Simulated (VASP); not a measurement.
A run of VASP 6.6.1 is set up as follows.

Contents of INCAR:

```
SYSTEM = MgO
PREC = Accurate
ENCUT = 520
EDIFF = 1E-6
ISMEAR = 0
SIGMA = 0.05
LREAL = .FALSE.
LASPH = .TRUE.
NELM = 80
ALGO = Normal
ISIF = 2
LWAVE = .FALSE.
LCHARG = .FALSE.
GGA = PS
NBANDS = 26
```

File KPOINTS:

```
regular mesh
0
G
  9 9 4
  0 0 0
```

File POSCAR:

```
MgO
1.0
    3.2554034470      0.0000000000      0.0000000000
   -1.6277017235      2.8192620847      0.0000000000
    0.0000000000      0.0000000000     10.4160299547
Mg O
4 4
Direct
    0.2740979749      0.5481959499      0.9695925587
    0.0415185130      0.0830370260      0.2209429155
   -0.0415185130     -0.0830370260      0.7209429155
    0.7259020251      0.4518040501      0.4695925587
    0.2887722473      0.5775444947      0.7799203897
    0.0548419040      0.1096838080      0.5295423161
   -0.0548419040     -0.1096838080      0.0295423161
    0.7112277527      0.4224555053      0.2799203897
```

Potentials or basis: VASP PAW PBE potentials, release 64 (Mg, O).

Launch:

```bash
$ cat potpaw_PBE.64/Mg/POTCAR potpaw_PBE.64/O/POTCAR > POTCAR
$ mpirun -np 1 vasp_std > vasp.out
```

(1) Predict the largest force.

(2) What does it give for the pressure?

Answers

(1) 0.514 eV/Å.

(2) -0.9 GPa.

Caveat: the cell differs from its parent crystal (mode 4 frozen in at +0.000 Å and mode 5 at -0.334 Å (largest displacements)); the PAW data sets were made with another functional, which shifts forces and pressure a little.
